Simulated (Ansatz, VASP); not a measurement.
## HfO2: VASP beside Ansatz

Contents of INCAR:

```
ALGO     = Normal         # electronic algorithm
EDIFF    = 1E-6           # SCF threshold, eV
ENCUT    = 520            # plane-wave cutoff, eV
GGA      = PE             # functional
ISIF     = 2              # what is computed and relaxed
ISMEAR   = 0              # smearing method
LASPH    = T              # aspherical terms in the spheres
LCHARG   = F              # write CHGCAR
LREAL    = F              # projectors in reciprocal space
LWAVE    = F              # write WAVECAR
NBANDS   = 31             # bands
NELM     = 100            # most SCF steps
PREC     = Accurate       # precision mode
SIGMA    = 0.05           # smearing width, eV
```

Contents of KPOINTS:

```
k-points
0
Gamma
  6 6 8
```

Contents of POSCAR:

```
HfO2
1.0
    4.8812946518      0.0000000000      0.0000000000
    0.0000000000      4.8812946518      0.0000000000
    0.0000000000      0.0000000000      3.2380276120
Hf O
2 4
Direct
   -0.0999537446     -0.0999537446     -0.1598195142
    0.5000000000      0.5000000000      0.5000000000
    0.1948368017      0.8051631983      0.5000000000
    0.3051631983      0.3051631983      0.0000000000
    0.6948368017      0.6948368017      0.0000000000
    0.8051631983      0.1948368017      0.5000000000
```

Input for Ansatz:

```yaml
crystal:
  lattice:
    - [4.8812946518, 0.0, 0.0]
    - [0.0, 4.8812946518, 0.0]
    - [0.0, 0.0, 3.238027612]
  atoms:
    - { symbol: Hf, position: [-0.0999537446, -0.0999537446, -0.1598195142] }
    - { symbol: Hf, position: [0.5, 0.5, 0.5] }
    - { symbol: O, position: [0.1948368017, 0.8051631983, 0.5] }
    - { symbol: O, position: [0.3051631983, 0.3051631983, 0.0] }
    - { symbol: O, position: [0.6948368017, 0.6948368017, 0.0] }
    - { symbol: O, position: [0.8051631983, 0.1948368017, 0.5] }
basis:
  ecutwfc: 420
kpoints:
  mp_grid: { grid: [6, 6, 8] }
hamiltonian:
  xc: pbe
  pseudopotentials: { kind: paw, azcp: { folder: soft_1 } }
scf:
  occupations: { method: gaussian, width: 0.05 }
output:
  forces: true
  stress: true
  eigenvalues: true
```

Alike in both runs: task single point; functional PBE; k mesh 6 × 6 × 8; occupations gaussian, width 0.05 eV; no spin polarisation.

|  | VASP | Ansatz |
| --- | --- | --- |
| version | VASP 6.6.1 | Ansatz 0.2.0 |
| potentials or method | VASP PAW PBE potentials, release 64 (Hf_pv, O), cutoff 520 eV | scalar-relativistic, plane waves, PAW |
| valence electrons in the cell | 44 | 76 |

Ansatz gave:

```
gap on the k mesh at the Fermi level (eV) : 1.35
least direct gap on the mesh (eV)         : 1.47
rms of the force components (eV/Å)        : 11.339
```

Q: Which values does VASP return?

A: gap on the k mesh at the Fermi level (eV): 1.30; least direct gap on the mesh (eV): 1.42; rms of the force components (eV/Å): 11.648.

Atom by atom the forces differ by 0.317 eV/Å (rms over components). The functional is the same, so the differences come from potentials, cutoffs and numerics. VASP's potentials hold 44 valence electrons a cell and Ansatz's 76, so a difference there can come from the potentials and not from the codes.

Spin-orbit coupling is off throughout.
